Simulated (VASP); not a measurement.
Wanted: the native input for a VASP 6.6.1 run.

```
Task                   : single point
Functional             : r2SCAN
Dispersion             : rVV10
Potentials or basis    : VASP PAW PBE potentials, release 64 (H, Pb_d, N, O)
Cutoff                 : 520 eV
k mesh                 : 3 × 5 × 3
Occupations            : fermi-dirac, width 0.05 eV
Spin                   : no spin polarisation
Dipole correction      : no
Further INCAR settings : ALGO = Normal; EDIFF = 1e-06; NBANDS = 57
```

HPbNO4:

```xyz
14
Lattice="6.7856 0.0000 -0.1444 0.0000 4.0293 0.0000 -3.5081 0.0000 7.1268" Properties=species:S:1:pos:R:3 pbc="T T T"
H    -0.2956    3.0220    3.5834
H     3.5732    1.0073    3.3990
Pb    1.0230    1.0073    1.9360
Pb    2.2546    3.0220    5.0463
N    -1.4074    3.0220    5.9388
N     4.6850    1.0073    1.0436
O     0.6098    3.0220    3.2162
O    -0.1928    3.0220    6.1332
O    -2.2175    3.0220    6.9088
O    -1.8748    3.0220    4.7598
O     2.6678    1.0073    3.7662
O     3.4704    1.0073    0.8491
O     5.4951    1.0073    0.0735
O     5.1524    1.0073    2.2226
```

These files were run (other wordings do the same):

POSCAR

```
HPbNO4
1.0
    6.7856400779      0.0000000000     -0.1444449799
    0.0000000000      4.0292692344      0.0000000000
   -3.5080563084      0.0000000000      7.1267970226
H Pb N O
2 2 2 8
Direct
    0.2186615155      0.7500000000      0.5072321088
    0.7813384845      0.2500000000      0.4927678912
    0.2942816541      0.2500000000      0.2776205419
    0.7057183459      0.7500000000      0.7223794581
    0.2257609949      0.7500000000      0.8378777860
    0.7742390051      0.2500000000      0.1621222140
    0.3265969261      0.7500000000      0.4579012888
    0.4209042270      0.7500000000      0.8691156110
    0.1762230769      0.7500000000      0.9729900757
    0.0697170023      0.7500000000      0.6692866944
    0.6734030739      0.2500000000      0.5420987112
    0.5790957730      0.2500000000      0.1308843890
    0.8237769231      0.2500000000      0.0270099243
    0.9302829977      0.2500000000      0.3307133056
```

INCAR.step1

```
  ALGO = Normal
  EDIFF = 1E-4
  ENCUT = 520
  GGA = PE
  ISMEAR = -1
  LASPH = T
  LCHARG = F
  LREAL = F
  LWAVE = T
  NBANDS = 57
  NELM = 100
  PREC = Accurate
  SIGMA = 0.05
```

INCAR.step2

```
  ALGO = Normal
  BPARAM = 11.95
  CPARAM = 0.0093
  EDIFF = 1E-6
  ENCUT = 520
  ISIF = 2
  ISMEAR = -1
  ISTART = 1
  IVDW_NL = 2
  LASPH = T
  LCHARG = F
  LMIXTAU = T
  LREAL = F
  LUSE_VDW = T
  LWAVE = F
  METAGGA = R2SCAN
  NBANDS = 57
  NELM = 100
  PREC = Accurate
  SIGMA = 0.05
```

KPOINTS

```
k-points
0
Gamma
  3 5 3
```

Potentials or basis: VASP PAW PBE potentials, release 64 (H, Pb_d, N, O).

Command:

```sh
$ cat potpaw_PBE.64/H/POTCAR potpaw_PBE.64/Pb_d/POTCAR potpaw_PBE.64/N/POTCAR potpaw_PBE.64/O/POTCAR > POTCAR
$ cp INCAR.step1 INCAR
$ mpirun -np 1 vasp_std > vasp.out
$ cp INCAR.step2 INCAR
$ mpirun -np 1 vasp_std > vasp.out
```

It gave:

```json
{
  "Pressure": "1.2 GPa",
  "Largest force": "0.701 eV/Å",
  "Band gap on the k mesh": "3.38 eV (least direct gap 3.55 eV)"
}
```

Caveat: the standard files for N, O and F lose accuracy on very short bonds; the PAW data sets were made with another functional, which shifts forces and pressure a little; spin-orbit coupling is left out, which moves the levels of the heavy elements; an odd mesh through Γ misses points on the zone boundary, where band edges can lie.

It took 13 min on 1 thread of AMD EPYC 7R43 64-Core Processor (Zen 3), on a shared host, peak memory 0.68 GiB.
